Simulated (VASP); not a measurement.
# Sn (I4_1/amd) in VASP: further runs

Runs on Sn. Level: PBE. Tasks: single point.

All numbers are computed with VASP 6.6.1; they aren't measurements. Logs are shortened: lines on timing, memory, paths and dates and some standing lists are left out, and cuts for length are marked.

**1. The cell of the first run**

Symmetry: I4_1/amd, No. 141, tetragonal system. Conventional cell: a = 5.941 Å, b = 5.941 Å, c = 3.243 Å, α = 90.00°, β = 90.00°, γ = 90.00°. Sn (site symmetry -4m2) has 10 Sn at 3.08 to 3.84 Å within 4.1 Å.

**2. Single point, PBE**

INCAR

```
PREC = Accurate ; ENCUT = 520
EDIFF = 1E-6 ; ISMEAR = 1
SIGMA = 0.1 ; LREAL = False
LASPH = True ; NELM = 100
ALGO = Normal ; ISIF = 2
LWAVE = False ; LCHARG = True
GGA = PE ; LELF = True
LVHAR = True ; NBANDS = 21
```

KPOINTS

```
Automatic mesh
0
Gamma
  10 10 10
```

POSCAR

```
Sn
1.0
   -2.9706483658      2.9706483658      1.6216449170
    2.9706483658     -2.9706483658      1.6216449170
    2.9706483658      2.9706483658     -1.6216449170
Sn
2
Direct
    0.0000000000      0.0000000000      0.0000000000
    0.7500000000      0.2500000000      0.5000000000
```

Potentials or basis: VASP PAW PBE potentials, release 64 (Sn_d).

Command:

```sh
> cat potpaw_PBE.64/Sn_d/POTCAR > POTCAR
> mpirun -np 1 vasp_std > vasp.out
```

OUTCAR:

```text
PREC = Accurate
   ENCUT = 520
   EDIFF = 1E-6
   ISMEAR = 1
   LREAL = False
   LASPH = True
   NELM = 100
   ISIF = 2
   GGA = PE

 ion  position               nearest neighbor table
   1  0.000  0.000  0.000-   2 3.08   2 3.08   2 3.08   2 3.08
   2  0.750  0.250  0.500-   1 3.08   1 3.08   1 3.08   1 3.08

  LATTYP: Found a body centered tetragonal cell.
 ALAT       =     5.9412967316
 C/A-ratio  =     0.5458892192

  Lattice vectors:

 A1 = (  -2.9706483658,   2.9706483658,   1.6216449170)
 A2 = (   2.9706483658,  -2.9706483658,   1.6216449170)
 A3 = (   2.9706483658,   2.9706483658,  -1.6216449170)

Analysis of symmetry for initial positions (statically):
=====================================================================
 Subroutine PRICEL returns:
 Original cell was already a primitive cell.

 Routine SETGRP: Setting up the symmetry group for a
 body centered tetragonal supercell.

 Subroutine GETGRP returns: Found 16 space group operations
 (whereof  8 operations were pure point group operations)
 out of a pool of 16 trial point group operations.

The static configuration has the point symmetry D_2d.
 The point group associated with its full space group is D_4h.

Analysis of symmetry for dynamics (positions and initial velocities):
=====================================================================
 Subroutine PRICEL returns:
 Original cell was already a primitive cell.

 Routine SETGRP: Setting up the symmetry group for a
 body centered tetragonal supercell.

 Subroutine GETGRP returns: Found 16 space group operations
 (whereof  8 operations were pure point group operations)
 out of a pool of 16 trial point group operations.

The dynamic configuration has the point symmetry D_2d.
 The point group associated with its full space group is D_4h.

 Subroutine INISYM returns: Found 16 space group operations
 (whereof  8 operations are pure point group operations),
 and found     1 'primitive' translations

----------------------------------------------------------------------------------------

                                     Primitive cell

  volume of cell :      57.2425

  direct lattice vectors                    reciprocal lattice vectors
    -2.970648366  2.970648366  1.621644917     0.000000000  0.168313425  0.308328904
     2.970648366 -2.970648366  1.621644917     0.168313425  0.000000000  0.308328904
     2.970648366  2.970648366 -1.621644917     0.168313425  0.168313425  0.000000000

  length of vectors
[... 81 lines left out ...]
   NELM   =    100;   NELMIN=  2; NELMDL= -5     # of ELM steps
   EDIFF  = 0.1E-05   stopping-criterion for ELM
   LREAL  =      F    real-space projection
   EDIFFG = 0.1E-04   stopping-criterion for IOM
   NSW    =      0    number of steps for IOM
   IBRION =     -1    ionic relax: 0-MD 1-quasi-New 2-CG
   NFREE  =      0    steps in history (QN), initial steepest desc. (CG)
   ISIF   =      2    stress and relaxation
   ISYM   =      2    0-nonsym 1-usesym 2-fastsym
   POTIM  = 0.5000    time-step for ionic-motion
   TEBEG  =    0.0;   TEEND  =   0.0 temperature during run
   PSTRESS=    0.0 pullay stress
   NELECT =      28.0000    total number of electrons
   NUPDOWN=      -1.0000    fix difference up-down
   EMIN   =  10.00;   EMAX   =-10.00  energy-range for DOS
   EFERMI =   0.00;   METHOD = LEGACY
   ISMEAR =     1;   SIGMA  =   0.10  broadening in eV -4-tet -1-fermi 0-gaus
   EFERMI_NEDOS =   21; number of points for ismear=-14 and -15
   IALGO  =     38    algorithm
   IMIX   =      4    mixing-type and parameters
     AMIX     =   0.40;   BMIX     =  1.00
     AMIX_MAG =   1.60;   BMIX_MAG =  1.00
  volume/ion in A,a.u.               =      28.62       193.15
  Fermi-wavevector in a.u.,A,eV,Ry     =   1.289896  2.437550 22.637811  1.663832
  Thomas-Fermi vector in A             =   2.421761
   LORBIT       =      0    0 simple, 1 ext, 2 COOP (PROOUT), +10 PAW based schemes
   GGA     = PE    functional components
   LHFCALC =     F    Hartree Fock is set to
   AEXX    =    0.0000 exact exchange contribution
   IVDW    =     0    specifies the selected vdW correction
   LEPSILON=     F    determine dielectric tensor
   LRPA    =     F    only Hartree local field effects (RPA)
 non-spin polarized calculation
 Methfessel and Paxton  Order N= 1 SIGMA  =   0.10
  energy-cutoff  :      520.00
  volume of cell :       57.24
 maximum number of plane-waves:      1564
 NGX is ok and might be reduce to    36
   NGX = 17   NGY = 17   NGZ = 17

 number of electron      27.9999993 magnetization

 Free energy of the ion-electron system (eV)
  ---------------------------------------------------
  ext. energy  EPLUGINS =         0.00000000
  ---------------------------------------------------
  free energy    TOTEN  =        -7.60955893 eV

  energy without entropy =       -7.60916666  energy(sigma->0) =       -7.60942818

 E-fermi :   7.3525     XC(G=0): -10.0557

 val. band max:        7.3506358900   @ k =   0.2000   0.1000   0.0000
 cond. band min:       7.3636509943   @ k =  -0.3000   0.3000   0.2000
 fundamental gap:      0.0130151042
 Fermi energy:         7.3524723379

 k-point     1 :       0.0000    0.0000    0.0000
  band No.  band energies     occupation
      1     -14.2503      2.00000
      2     -14.1792      2.00000
      3     -14.1397      2.00000
      4     -14.1303      2.00000
      5     -14.0074      2.00000
      6     -14.0074      2.00000
[... 565 lines left out ...]
     20      16.2671      0.00000
     21      17.0217      0.00000

 [... further k-points ...]

------------------------ aborting loop because EDIFF is reached ----------------------------------------

  FORCE on cell =-STRESS in cart. coord.  units (eV):
  Direction    XX          YY          ZZ          XY          YZ          ZX
  --------------------------------------------------------------------------------------
  -------------------------------------------------------------------------------------
  Total       -0.0299252     -0.0299252     -0.3430971      0.0000000      0.0000000      0.0000000
  in kB       -0.8375866     -0.8375866     -9.6030534      0.0000000      0.0000000      0.0000000
  external PRESSURE =      -3.7594089 kB  Pullay stress =       0.0000000 kB

 VOLUME and BASIS-vectors are now :
 -----------------------------------------------------------------------------
  energy-cutoff  :      520.00
  volume of cell :       57.24
      direct lattice vectors                 reciprocal lattice vectors
    -2.970648366  2.970648366  1.621644917     0.000000000  0.168313425  0.308328904
     2.970648366 -2.970648366  1.621644917     0.168313425  0.000000000  0.308328904
     2.970648366  2.970648366 -1.621644917     0.168313425  0.168313425  0.000000000

 POSITION                                       TOTAL-FORCE (eV/Angst)
 -----------------------------------------------------------------------------------
      0.00000      0.00000      0.00000        -0.000000      0.000000      0.000000
     -0.00000      2.97065      0.81082         0.000000     -0.000000     -0.000000
 -----------------------------------------------------------------------------------
    total drift:                               -0.000000      0.000000     -0.000000

  FREE ENERGIE OF THE ION-ELECTRON SYSTEM (eV)
  ---------------------------------------------------
  free  energy   TOTEN  =        -7.6095589344 eV

  energy  without entropy=       -7.6091666619  energy(sigma->0) =       -7.60942818
```

OSZICAR:

```text
N       E                     dE             d eps       ncg     rms          rms(c)
DAV:   1     0.221441644505E+03    0.22144E+03   -0.14367E+04  4347   0.205E+03
DAV:   2     0.156833676391E+02   -0.20576E+03   -0.20166E+03  4294   0.452E+02
DAV:   3    -0.687182359443E+01   -0.22555E+02   -0.22368E+02  4989   0.135E+02
DAV:   4    -0.759573679798E+01   -0.72391E+00   -0.72336E+00  4852   0.267E+01
DAV:   5    -0.762513431520E+01   -0.29398E-01   -0.29397E-01  6124   0.509E+00    0.217E+00
DAV:   6    -0.761196492451E+01    0.13169E-01   -0.30214E-02  5834   0.239E+00    0.122E+00
DAV:   7    -0.760954039390E+01    0.24245E-02   -0.17806E-02  5800   0.183E+00    0.159E-01
DAV:   8    -0.760955019636E+01   -0.98025E-05   -0.19653E-03  5222   0.577E-01    0.363E-02
DAV:   9    -0.760955970232E+01   -0.95060E-05   -0.63022E-05  5805   0.729E-02    0.100E-02
DAV:  10    -0.760955893440E+01    0.76792E-06   -0.65606E-06  5213   0.335E-02
   1 F= -.76095589E+01 E0= -.76094282E+01  d E =-.392272E-03
```

stdout:

```text
POSCAR found type information on POSCAR Sn
 POSCAR found :  1 types and       2 ions
 scaLAPACK will be used
 LDA part: xc-table for (Slater+PW92), standard interpolation
 POSCAR, INCAR and KPOINTS ok, starting setup
 FFT: planning ... GRIDC
 FFT: planning ... GRID_SOFT
 FFT: planning ... GRID
 WAVECAR not read
 entering main loop
```

Wall time 2.3 min (1 thread of AMD EPYC 7R13, shared host); peak memory 0.26 GiB.

Results:

- Free energy: -7.6096 eV
- Pressure: -0.4 GPa
- Band gap on the k mesh: zero (bands 14 and 15 overlap by 3.65 eV)

Caveat: spin-orbit coupling is left out, which moves the levels of the heavy elements.

**3. Single point, PBE**

This run uses another cell than the first one, of 29.35 Å³/atom.

INCAR

```
SYSTEM = Sn
PREC = Accurate
ENCUT = 520
EDIFF = 1E-7
ISMEAR = 1
SIGMA = 0.1
LREAL = .False.
LASPH = .True.
NELM = 80
ALGO = Normal
ISIF = 2
LWAVE = .False.
LCHARG = .False.
GGA = PE
NBANDS = 21
```

KPOINTS

```
Automatic mesh
0
Gamma
  10 10 10
  0 0 0
```

POSCAR

```
Sn
1.0
   -2.9955085038      2.9955085038      1.6352157983
    2.9955085038     -2.9955085038      1.6352157983
    2.9955085038      2.9955085038     -1.6352157983
Sn
2
Direct
    0.0000000000      0.0000000000      0.0000000000
    0.7500000000      0.2500000000      0.5000000000
```

Potentials or basis: VASP PAW PBE potentials, release 64 (Sn_d).

Command:

```sh
> cat potpaw_PBE.64/Sn_d/POTCAR > POTCAR
> mpirun -np 1 vasp_std > vasp.out
```

Run time: 2.9 min. Hardware: 1 thread of AMD EPYC 7R13, shared host; peak memory 0.26 GiB.

The run converged. Its results:

```yaml
Free_energy: -7.6018 eV
Pressure: -1.5 GPa
Band_gap_on_the_k_mesh: zero (bands 14 and 15 overlap by 3.55 eV)
```

Stress tensor (GPa, compression positive):
```
-1.18  0.00  0.00
 0.00 -1.18  0.00
 0.00  0.00 -2.02
```

Levels at points of the mesh, in eV from the Fermi level:
| k point | band 10 | band 11 | band 12 | band 13 | band 14 | band 15 | band 16 | band 17 | band 18 | band 19 |
| --- | --- | --- | --- | --- | --- | --- | --- | --- | --- | --- |
| (0.00, 0.00, 0.00) | -21.18 | -10.59 | -3.86 | -1.78 | -1.78 | 3.08 | 5.83 | 5.83 | 6.28 | 6.38 |
| (0.50, 0.00, 0.00) | -21.23 | -6.80 | -5.20 | -2.35 | -1.53 | -1.03 | 2.30 | 2.65 | 4.31 | 6.96 |
| (0.50, 0.50, 0.00) | -21.28 | -8.50 | -8.50 | 0.60 | 0.60 | 1.43 | 1.43 | 5.64 | 5.64 | 9.10 |
| (0.50, 0.50, 0.50) | -21.34 | -7.36 | -7.36 | -4.39 | -4.39 | 4.73 | 4.73 | 8.65 | 8.65 | 12.22 |

Caveat: spin-orbit coupling is left out, which moves the levels of the heavy elements.

The gap in the log of VASP goes by the Fermi energy; the results here count the filled bands.